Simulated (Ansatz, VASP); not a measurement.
**Co: VASP beside Ansatz**

```
Co
1.0
     2.45426    0.00000    0.00000
    -1.22713    2.12545    0.00000
     0.00000    0.00000    4.00582
Co
2
Direct
  0.33333 0.66667 0.25000
  0.66667 0.33333 0.75000
```

Change from the starting cell: volume scaled by 0.94, ions relaxed.

Alike in both runs: functional PBE; k mesh 21 × 21 × 11; occupations fermi-dirac, width 0.05 eV; collinear spin.

Ansatz relaxed the structure, and its values are those at the end. VASP's run is a single point on that final structure, the one shown.

```csv
,VASP,Ansatz
version,VASP 6.6.1,Ansatz 0.2.0
potentials or method,"VASP PAW PBE potentials, release 64 (Co)","plane-wave PAW, scalar-relativistic"
plane-wave cutoff (eV),520,420
valence electrons in the cell,18,34
```

```tsv
	VASP	Ansatz	Ansatz less VASP
pressure (GPa)	7.9	8.8	+0.97
net moment per atom (μB)	1.56	1.57	+0.009
size of the moment on the site where the two differ most (μB)	1.58	1.64	+0.067
```

Site moments also hang on the region over which each program counts them. The functional is the same, so the differences come from potentials, cutoffs and numerics. VASP's potentials hold 18 valence electrons a cell and Ansatz's 34, so a difference there can come from the potentials and not from the codes. Ansatz's warnings: stress scf threshold loose.
